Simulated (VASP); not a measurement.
Wanted: the native input for a VASP 6.6.1 run.

* Task: relaxation of cell and atoms
* Functional: PBE
* Potentials or basis: VASP PAW PBE potentials, release 64 (Te)
* Cutoff: 600 eV
* k mesh: 15 × 15 × 15
* Occupations: fermi-dirac, width 0.05 eV
* Spin: no spin polarisation
* Target pressure: 17 GPa
* Dipole correction: no
* Further INCAR settings: ALGO = Normal; EDIFF = 1e-07; IBRION = 2; EDIFFG = -0.005; NSW = 32; ISIF = 3

The structure of Te lies in POSCAR:

```
Te
1.0
   -1.8033454686      1.8033454686      1.8033454686
    1.8033454686     -1.8033454686      1.8033454686
    1.8033454686      1.8033454686     -1.8033454686
Te
1
Direct
    0.0000000000      0.0000000000      0.0000000000
```

This isn't the form of Te at room conditions, which is trigonal, of chains.

These files were run (other wordings do the same):

INCAR

```
PREC = Accurate
ENCUT = 600
EDIFF = 1E-7
ISMEAR = -1
SIGMA = 0.05
LREAL = False
LASPH = True
NELM = 100
ALGO = Normal
ISIF = 3
LWAVE = False
LCHARG = False
GGA = PE
IBRION = 2
NSW = 32
EDIFFG = -0.005
PSTRESS = 170.0
```

KPOINTS

```
regular mesh
0
Gamma
  15 15 15
```

Potentials or basis: VASP PAW PBE potentials, release 64 (Te).

Launch:

```sh
$ cat potpaw_PBE.64/Te/POTCAR > POTCAR
$ mpirun -np 1 vasp_std > vasp.out
```

Results of the run:

- Relaxed volume: 23.44 Å³/atom
- Relaxed cell: a = 3.123 Å, b = 3.123 Å, c = 3.123 Å, α = 109.47°, β = 109.47°, γ = 109.47°
- Space group after relaxing (to 0.1 Å): Im-3m (No. 229)
- Energy change on relaxing (the run minimises the enthalpy): +2.1 meV/atom
- Ionic steps: 3
- Pressure after relaxing: 17.0 GPa
- Band gap on the k mesh: zero (bands 3 and 4 overlap by 7.79 eV)

Caveat: the cell is relaxed towards a set pressure, so the run minimises the enthalpy, not the energy; spin-orbit coupling is left out, which moves the levels of the heavy elements.

It took 19 s on 1 thread of Intel(R) Xeon(R) 6975P-C (Granite Rapids), on a shared host, peak memory 0.17 GiB.
